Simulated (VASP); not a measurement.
Runs of VASP 6.6.1 on TePb. The structure is that of space group Fm-3m (No. 225), or close to it. The cells are those of the table. 

| cell | gap on the mesh (eV) | pressure (GPa) |
| --- | --- | --- |
| a = 4.564, b = 4.592 Å, angles 59.8, 59.6, 59.8°, 2 atoms | 0.67 | 2.3 |
| a = 4.564, b = 4.621 Å, angles 59.6, 59.2, 59.6°, 2 atoms | 0.60 | 2.3 |
| a = 4.564, b = 4.450 Å, angles 60.8, 61.7, 60.8°, 2 atoms | (a) | 2.3 |
| a = 4.564, b = 4.649 Å, angles 59.4, 58.8, 59.4°, 2 atoms | 0.53 | 2.3 |

Alike in all rows: task single point; level PBE; potentials or basis VASP PAW PBE potentials, release 64 (Te, Pb_d); no spin polarisation; k mesh 8 × 8 × 8; cutoff (eV) 520; smearing gaussian 0.05 eV.

Fill in the values left out.

(a) 0.45.

Caveats: spin-orbit coupling is left out, which moves the levels of the heavy elements.

A k mesh can miss the band edges, and the runs leave out spin-orbit coupling on Pb, Te.
